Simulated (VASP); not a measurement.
# Sn3Se (Fm-3m) in VASP: a series of runs

The runs below take Sn3Se through single point, with r2SCAN, PBEsol.

All numbers are computed with VASP 6.6.1; they aren't measurements. Logs are shortened: lines on timing, memory, paths and dates and some standing lists are left out, and cuts for length are marked.

**1. The cell of the first run**

Symmetry: Fm-3m, No. 225, cubic system. Conventional cell: a = 7.466 Å, b = 7.466 Å, c = 7.466 Å, α = 90.00°, β = 90.00°, γ = 90.00°. Sn (site symmetry m-3m) has 8 Sn at 3.23 Å and 6 Se at 3.73 Å within 4.3 Å. Within 4.3 Å of Sn (site symmetry -43m) lie 10 Sn at 3.23 to 3.73 Å and 4 Se at 3.23 Å. Se (site symmetry m-3m) has 14 Sn at 3.23 to 3.73 Å within 4.3 Å.

**2. Single point, r2SCAN**

The input, POSCAR:

```
Sn3Se
1.0
    0.0000000000      3.7331380000      3.7331380000
    3.7331380000      0.0000000000      3.7331380000
    3.7331380000      3.7331380000      0.0000000000
Sn Se
3 1
Direct
    0.5000000000      0.5000000000      0.5000000000
    0.7500000000      0.7500000000      0.7500000000
    0.2500000000      0.2500000000      0.2500000000
    0.0000000000      0.0000000000      0.0000000000
```

The input, INCAR.step1:

```
SYSTEM = Sn3Se
  ALGO = Normal
  EDIFF = 1E-4
  ENCUT = 520
  GGA = PE
  ISMEAR = -1
  LASPH = .TRUE.
  LCHARG = .FALSE.
  LREAL = .FALSE.
  LWAVE = .TRUE.
  NBANDS = 32
  NELM = 100
  PREC = Accurate
  SIGMA = 0.05
```

The input, INCAR.step2:

```
SYSTEM = Sn3Se
  ALGO = Normal
  EDIFF = 1E-6
  ENCUT = 520
  ISIF = 2
  ISMEAR = -1
  ISTART = 1
  LASPH = .TRUE.
  LCHARG = .TRUE.
  LELF = .TRUE.
  LMIXTAU = .TRUE.
  LREAL = .FALSE.
  LVHAR = .TRUE.
  LWAVE = .FALSE.
  METAGGA = R2SCAN
  NBANDS = 32
  NELM = 100
  PREC = Accurate
  SIGMA = 0.05
```

The input, KPOINTS:

```
k-points
0
G
  6 6 6
  0 0 0
```

Potentials or basis: VASP PAW PBE potentials, release 64 (Sn_d, Se).

Launch:

```bash
cat potpaw_PBE.64/Sn_d/POTCAR potpaw_PBE.64/Se/POTCAR > POTCAR
cp INCAR.step1 INCAR
mpirun -np 1 vasp_std > vasp.out
cp INCAR.step2 INCAR
mpirun -np 1 vasp_std > vasp.out
```

OUTCAR:

```text
SYSTEM = Sn3Se
   EDIFF = 1E-6
   ENCUT = 520
   ISIF = 2
   ISMEAR = -1
   ISTART = 1
   LASPH = .TRUE.
   LREAL = .FALSE.
   METAGGA = R2SCAN
   NELM = 100
   PREC = Accurate

 ion  position               nearest neighbor table
   1  0.500  0.500  0.500-   3 3.23   3 3.23   3 3.23   2 3.23   2 3.23   2 3.23   3 3.23   2 3.23

   2  0.750  0.750  0.750-   1 3.23   1 3.23   1 3.23   4 3.23   4 3.23   4 3.23   4 3.23   1 3.23
                             3 3.73   3 3.73   3 3.73   3 3.73   3 3.73   3 3.73
   3  0.250  0.250  0.250-   4 3.23   4 3.23   4 3.23   1 3.23   1 3.23   1 3.23   4 3.23   1 3.23
                             2 3.73   2 3.73   2 3.73   2 3.73   2 3.73   2 3.73
   4  0.000  0.000  0.000-   2 3.23   2 3.23   2 3.23   3 3.23   3 3.23   3 3.23   3 3.23   2 3.23

  LATTYP: Found a face centered cubic cell.
 ALAT       =     7.4662760000

  Lattice vectors:

 A1 = (   0.0000000000,   3.7331380000,   3.7331380000)
 A2 = (   3.7331380000,   0.0000000000,   3.7331380000)
 A3 = (   3.7331380000,   3.7331380000,   0.0000000000)

Analysis of symmetry for initial positions (statically):
=====================================================================
 Subroutine PRICEL returns:
 Original cell was already a primitive cell.

 Routine SETGRP: Setting up the symmetry group for a
 face centered cubic supercell.

 Subroutine GETGRP returns: Found 48 space group operations
 (whereof 48 operations were pure point group operations)
 out of a pool of 48 trial point group operations.

The static configuration has the point symmetry O_h .

Analysis of symmetry for dynamics (positions and initial velocities):
=====================================================================
 Subroutine PRICEL returns:
 Original cell was already a primitive cell.

 Routine SETGRP: Setting up the symmetry group for a
 face centered cubic supercell.

 Subroutine GETGRP returns: Found 48 space group operations
 (whereof 48 operations were pure point group operations)
 out of a pool of 48 trial point group operations.

The dynamic configuration has the point symmetry O_h .

 Subroutine INISYM returns: Found 48 space group operations
 (whereof 48 operations are pure point group operations),
 and found     1 'primitive' translations

----------------------------------------------------------------------------------------

                                     Primitive cell

  volume of cell :     104.0524

  direct lattice vectors                    reciprocal lattice vectors
     0.000000000  3.733138000  3.733138000    -0.133935579  0.133935579  0.133935579
     3.733138000  0.000000000  3.733138000     0.133935579 -0.133935579  0.133935579
     3.733138000  3.733138000  0.000000000     0.133935579  0.133935579 -0.133935579

  length of vectors
     5.279454390  5.279454390  5.279454390     0.231983228  0.231983228  0.231983228

  position of ions in fractional coordinates (direct lattice)
     0.500000000  0.500000000  0.500000000
     0.750000000  0.750000000  0.750000000
     0.250000000  0.250000000  0.250000000
     0.000000000  0.000000000  0.000000000

  ion indices of the primitive-cell ions
   primitive index   ion index
                 1           1
                 2           2
                 3           3
                 4           4

----------------------------------------------------------------------------------------

 KPOINTS: k-points

Automatic generation of k-mesh.
 Grid dimensions read from file:
 generate k-points for:    6    6    6

 Generating k-lattice:

  Cartesian coordinates                     Fractional coordinates (reciprocal lattice)
    -0.022322597  0.022322597  0.022322597     0.166666667  0.000000000  0.000000000
     0.022322597 -0.022322597  0.022322597     0.000000000  0.166666667  0.000000000
     0.022322597  0.022322597 -0.022322597     0.000000000  0.000000000  0.166666667

  Length of vectors
     0.038663871  0.038663871  0.038663871

  Shift w.r.t. Gamma in fractional coordinates (k-lattice)
     0.000000000  0.000000000  0.000000000

 Subroutine IBZKPT returns following result:
 ===========================================

 Found     16 irreducible k-points:

 Following reciprocal coordinates:
            Coordinates               Weight
  0.000000  0.000000  0.000000      1.000000
  0.166667  0.000000  0.000000      8.000000
  0.333333  0.000000  0.000000      8.000000
  0.500000  0.000000  0.000000      4.000000
  0.166667  0.166667  0.000000      6.000000
  0.333333  0.166667  0.000000     24.000000
[... 8 lines left out ...]
 -0.333333  0.333333  0.166667     24.000000
 -0.333333  0.500000  0.166667     12.000000
   k-points           NKPTS =     16   k-points in BZ     NKDIM =     16   number of bands    NBANDS=     32
   number of dos      NEDOS =    301   number of ions     NIONS =      4
   total plane-waves  NPLWV =  64000
   dimension x,y,z NGX =    40 NGY =   40 NGZ =   40
   dimension x,y,z NGXF=    80 NGYF=   80 NGZF=   80
   ions per type =               3   1
   NGX,Y,Z   is equivalent  to a cutoff of  12.60, 12.60, 12.60 a.u.
   NGXF,Y,Z  is equivalent  to a cutoff of  25.19, 25.19, 25.19 a.u.
 SYSTEM =  Sn3Se
   PREC   = accura    normal or accurate (medium, high low for compatibility)
   ISTART =      1    job   : 0-new  1-cont  2-samecut
   ICHARG =      0    charge: 1-file 2-atom 10-const
   ISPIN  =      1    spin polarized calculation?
   LNONCOLLINEAR =      F non collinear calculations
   LSORBIT =      F    spin-orbit coupling
   LASPH  =      T    aspherical Exc in radial PAW
   ENCUT  =  520.0 eV  38.22 Ry    6.18 a.u.   9.82  9.82  9.82*2*pi/ulx,y,z
   NELM   =    100;   NELMIN=  2; NELMDL=  0     # of ELM steps
   EDIFF  = 0.1E-05   stopping-criterion for ELM
   LREAL  =      F    real-space projection
   EDIFFG = 0.1E-04   stopping-criterion for IOM
   NSW    =      0    number of steps for IOM
   IBRION =     -1    ionic relax: 0-MD 1-quasi-New 2-CG
   NFREE  =      0    steps in history (QN), initial steepest desc. (CG)
   ISIF   =      2    stress and relaxation
   ISYM   =      2    0-nonsym 1-usesym 2-fastsym
   POTIM  = 0.5000    time-step for ionic-motion
   TEBEG  =    0.0;   TEEND  =   0.0 temperature during run
   PSTRESS=    0.0 pullay stress
   NELECT =      48.0000    total number of electrons
   NUPDOWN=      -1.0000    fix difference up-down
   EMIN   =  10.00;   EMAX   =-10.00  energy-range for DOS
   EFERMI =   0.00;   METHOD = LEGACY
   ISMEAR =    -1;   SIGMA  =   0.05  broadening in eV -4-tet -1-fermi 0-gaus
   EFERMI_NEDOS =   21; number of points for ismear=-14 and -15
   IALGO  =     38    algorithm
   IMIX   =      4    mixing-type and parameters
     AMIX     =   0.40;   BMIX     =  1.00
     AMIX_MAG =   1.60;   BMIX_MAG =  1.00
  volume/ion in A,a.u.               =      26.01       175.55
  Fermi-wavevector in a.u.,A,eV,Ry     =   1.264944  2.390397 21.770445  1.600083
  Thomas-Fermi vector in A             =   2.398223
   LORBIT       =      0    0 simple, 1 ext, 2 COOP (PROOUT), +10 PAW based schemes
   METAGGA = R2SCAN    functional components
   LHFCALC =     F    Hartree Fock is set to
   AEXX    =    0.0000 exact exchange contribution
   IVDW    =     0    specifies the selected vdW correction
   LEPSILON=     F    determine dielectric tensor
   LRPA    =     F    only Hartree local field effects (RPA)
 non-spin polarized calculation
  energy-cutoff  :      520.00
  volume of cell :      104.05
 maximum number of plane-waves:      2822
   NGX = 19   NGY = 19   NGZ = 19

 number of electron      48.0000025 magnetization

 Free energy of the ion-electron system (eV)
  ---------------------------------------------------
  ext. energy  EPLUGINS =         0.00000000
  ---------------------------------------------------
  free energy    TOTEN  =       -87.84765242 eV

  energy without entropy =      -87.82163478  energy(sigma->0) =      -87.83464360

 E-fermi :   7.1053     XC(G=0): -11.0253

 val. band max:        7.0108229478   @ k =   0.1667   0.1667   0.0000
 cond. band min:       7.1107883383   @ k =  -0.3333   0.3333   0.1667
 fundamental gap:      0.0999653905
 Fermi energy:         7.1053049417

 k-point     1 :       0.0000    0.0000    0.0000
  band No.  band energies     occupation
      1     -15.2359      2.00000
      2     -15.2359      2.00000
      3     -15.2062      2.00000
      4     -15.2062      2.00000
      5     -15.2062      2.00000
      6     -15.1880      2.00000
[... 24 lines left out ...]
     31      14.0697      0.00000
     32      14.0697      0.00000

 k-point     2 :       0.1667    0.0000    0.0000
  band No.  band energies     occupation
      1     -15.2285      2.00000
      2     -15.2285      2.00000
      3     -15.2136      2.00000
      4     -15.2080      2.00000
      5     -15.2080      2.00000
      6     -15.1876      2.00000
[... 24 lines left out ...]
     31      12.5698      0.00000
     32      13.7463      0.00000

 k-point     3 :       0.3333    0.0000    0.0000
  band No.  band energies     occupation
      1     -15.2125      2.00000
      2     -15.2116      2.00000
      3     -15.2116      2.00000
      4     -15.2092      2.00000
      5     -15.2092      2.00000
      6     -15.1868      2.00000
[... 24 lines left out ...]
     31      12.1706      0.00000
     32      14.5701      0.00000

 k-point     4 :       0.5000    0.0000    0.0000
  band No.  band energies     occupation
      1     -15.2135      2.00000
      2     -15.2135      2.00000
      3     -15.2022      2.00000
      4     -15.1876      2.00000
      5     -15.1868      2.00000
      6     -15.1867      2.00000
[... 24 lines left out ...]
     31      13.2706      0.00000
     32      16.8040      0.00000

 k-point     5 :       0.1667    0.1667    0.0000
  band No.  band energies     occupation
      1     -15.2328      2.00000
      2     -15.2208      2.00000
      3     -15.2130      2.00000
      4     -15.2129      2.00000
      5     -15.2088      2.00000
      6     -15.1836      2.00000
[... 304 lines left out ...]
     31      12.8381      0.00000
     32      13.9065      0.00000

 k-point    14 :       0.5000    0.3333    0.1667
  band No.  band energies     occupation
      1     -15.2214      2.00000
      2     -15.2150      2.00000
      3     -15.2109      2.00000
      4     -15.2039      2.00000
      5     -15.1974      2.00000
      6     -15.1890      2.00000
[... 24 lines left out ...]
     31      12.4647      0.00000
     32      14.3689      0.00000

 k-point    15 :      -0.3333    0.3333    0.1667
  band No.  band energies     occupation
      1     -15.2137      2.00000
      2     -15.2135      2.00000
      3     -15.2055      2.00000
      4     -15.2039      2.00000
      5     -15.1985      2.00000
      6     -15.1974      2.00000
[... 24 lines left out ...]
     31      12.9273      0.00000
     32      15.9631      0.00000

 k-point    16 :      -0.3333    0.5000    0.1667
  band No.  band energies     occupation
      1     -15.2182      2.00000
      2     -15.2112      2.00000
      3     -15.2109      2.00000
      4     -15.2075      2.00000
      5     -15.2057      2.00000
      6     -15.1943      2.00000
[... 24 lines left out ...]
     31      12.4256      0.00000
     32      15.0366      0.00000

------------------------ aborting loop because EDIFF is reached ----------------------------------------

  FORCE on cell =-STRESS in cart. coord.  units (eV):
  Direction    XX          YY          ZZ          XY          YZ          ZX
  --------------------------------------------------------------------------------------
  -------------------------------------------------------------------------------------
  Total       -0.8690723     -0.8690723     -0.8690723     -0.0000000     -0.0000000      0.0000000
  in kB      -13.3817940    -13.3817940    -13.3817940     -0.0000000     -0.0000000      0.0000000
  external PRESSURE =     -13.3817940 kB  Pullay stress =       0.0000000 kB

 VOLUME and BASIS-vectors are now :
 -----------------------------------------------------------------------------
  energy-cutoff  :      520.00
  volume of cell :      104.05
      direct lattice vectors                 reciprocal lattice vectors
     0.000000000  3.733138000  3.733138000    -0.133935579  0.133935579  0.133935579
     3.733138000  0.000000000  3.733138000     0.133935579 -0.133935579  0.133935579
     3.733138000  3.733138000  0.000000000     0.133935579  0.133935579 -0.133935579

 POSITION                                       TOTAL-FORCE (eV/Angst)
 -----------------------------------------------------------------------------------
      3.73314      3.73314      3.73314         0.000000     -0.000000      0.000000
      5.59971      5.59971      5.59971        -0.000000      0.000000     -0.000000
      1.86657      1.86657      1.86657         0.000000     -0.000000      0.000000
      0.00000      0.00000      0.00000         0.000000     -0.000000      0.000000
 -----------------------------------------------------------------------------------
    total drift:                               -0.000000     -0.000000      0.000000

  FREE ENERGIE OF THE ION-ELECTRON SYSTEM (eV)
  ---------------------------------------------------
  free  energy   TOTEN  =       -87.8476524180 eV

  energy  without entropy=      -87.8216347810  energy(sigma->0) =      -87.83464360
```

Wall time 90 s (1 thread of Intel Xeon 6975P-C (Granite Rapids), shared host); peak memory 0.27 GiB.

What came out:

| Item | Value |
| --- | --- |
| Free energy | -87.8477 eV |
| Pressure | -1.3 GPa |
| Band gap on the k mesh | zero (band 24 reaches 7.70 eV, above the bottom of band 25 at 5.84 eV) |

Levels at points of the mesh, in eV from the Fermi level:
```tsv
k point	band 21	band 22	band 23	band 24	band 25	band 26	band 27	band 28
(0.00, 0.00, 0.00)	-2.97	-2.75	-1.27	-1.27	-1.27	-0.64	-0.64	-0.64
(0.50, 0.00, 0.00)	-3.49	-2.23	-2.23	-0.89	0.48	2.23	2.23	3.82
(0.50, 0.50, 0.00)	-4.99	-0.34	0.42	0.42	1.29	2.86	2.87	3.51
```

Caveat: the PAW data sets were made with another functional, which shifts forces and pressure a little; spin-orbit coupling is left out, which moves the levels of the heavy elements.

**3. Single point, PBEsol (volume scaled by 0.96)**

The input, INCAR:

```
SYSTEM = Sn3Se
ALGO     = Normal         ! electronic algorithm
EDIFF    = 1E-6           ! SCF threshold, eV
ENCUT    = 520            ! plane-wave cutoff, eV
GGA      = PS             ! functional
ISIF     = 2              ! what is computed and relaxed
ISMEAR   = -1             ! smearing method
LASPH    = .True.         ! aspherical terms in the spheres
LCHARG   = .False.        ! write CHGCAR
LREAL    = .False.        ! projectors in reciprocal space
LWAVE    = .False.        ! write WAVECAR
NBANDS   = 32             ! bands
NELM     = 80             ! most SCF steps
PREC     = Accurate       ! precision mode
SIGMA    = 0.05           ! smearing width, eV
```

The input, KPOINTS:

```
k-points
0
Gamma
  6 6 6
  0 0 0
```

The input, POSCAR:

```
Sn3Se
1.0
    0.0000000000      3.6826840043      3.6826840043
    3.6826840043      0.0000000000      3.6826840043
    3.6826840043      3.6826840043      0.0000000000
Sn Se
3 1
Direct
    0.5000000000      0.5000000000      0.5000000000
    0.7500000000      0.7500000000      0.7500000000
    0.2500000000      0.2500000000      0.2500000000
    0.0000000000      0.0000000000      0.0000000000
```

Potentials or basis: VASP PAW PBE potentials, release 64 (Sn_d, Se).

Launch:

```bash
cat potpaw_PBE.64/Sn_d/POTCAR potpaw_PBE.64/Se/POTCAR > POTCAR
mpirun -np 1 vasp_std > vasp.out
```

OUTCAR:

```text
SYSTEM = Sn3Se
   EDIFF = 1E-6
   ENCUT = 520
   GGA = PS
   ISIF = 2
   ISMEAR = -1
   LASPH = .True.
   LREAL = .False.
   NELM = 80
   PREC = Accurate

 ion  position               nearest neighbor table
   1  0.500  0.500  0.500-   3 3.19   3 3.19   3 3.19   2 3.19   2 3.19   2 3.19   3 3.19   2 3.19

   2  0.750  0.750  0.750-   1 3.19   1 3.19   1 3.19   4 3.19   4 3.19   4 3.19   4 3.19   1 3.19
                             3 3.68   3 3.68   3 3.68   3 3.68   3 3.68   3 3.68
[... 752 lines left out ...]
  --------------------------------------------------------------------------------------
  -------------------------------------------------------------------------------------
  Total       -0.7539078     -0.7539078     -0.7539078      0.0000000      0.0000000     -0.0000000
  in kB      -12.0922032    -12.0922032    -12.0922032      0.0000000      0.0000000     -0.0000000
  external PRESSURE =     -12.0922032 kB  Pullay stress =       0.0000000 kB

 VOLUME and BASIS-vectors are now :
 -----------------------------------------------------------------------------
  energy-cutoff  :      520.00
  volume of cell :       99.89
      direct lattice vectors                 reciprocal lattice vectors
     0.000000000  3.682684004  3.682684004    -0.135770541  0.135770541  0.135770541
     3.682684004  0.000000000  3.682684004     0.135770541 -0.135770541  0.135770541
     3.682684004  3.682684004  0.000000000     0.135770541  0.135770541 -0.135770541

 POSITION                                       TOTAL-FORCE (eV/Angst)
 -----------------------------------------------------------------------------------
      3.68268      3.68268      3.68268         0.000000     -0.000000      0.000000
      5.52403      5.52403      5.52403        -0.000000      0.000000     -0.000000
      1.84134      1.84134      1.84134         0.000000      0.000000      0.000000
      0.00000      0.00000      0.00000         0.000000     -0.000000      0.000000
 -----------------------------------------------------------------------------------
    total drift:                               -0.000000     -0.000000      0.000000

  FREE ENERGIE OF THE ION-ELECTRON SYSTEM (eV)
  ---------------------------------------------------
  free  energy   TOTEN  =       -16.6417236183 eV

  energy  without entropy=      -16.6122375970  energy(sigma->0) =      -16.62698061
```

stdout:

```text
POSCAR found type information on POSCAR SnSe
 POSCAR found :  2 types and       4 ions
 scaLAPACK will be used
 -----------------------------------------------------------------------------
|                                                                             |
|                                                                             |
|     You enforced a specific xc type in the INCAR file but a different       |
|     I HOPE YOU KNOW WHAT YOU ARE DOING!                                     |
|                                                                             |
 -----------------------------------------------------------------------------

 LDA part: xc-table for (Slater+PW92), standard interpolation
 POSCAR, INCAR and KPOINTS ok, starting setup
 FFT: planning ... GRIDC
 FFT: planning ... GRID_SOFT
 FFT: planning ... GRID
 WAVECAR not read
 entering main loop
```

It took 34 s on 1 thread of Intel Xeon 6975P-C, shared host; peak memory 0.25 GiB.

Results:

```yaml
Free_energy: -16.6417 eV
Pressure: -1.2 GPa
Band_gap_on_the_k_mesh: zero (band 24 reaches 8.21 eV, above the bottom of band 25 at 6.12 eV)
```

Caveat: the PAW data sets were made with another functional, which shifts forces and pressure a little; spin-orbit coupling is left out, which moves the levels of the heavy elements.
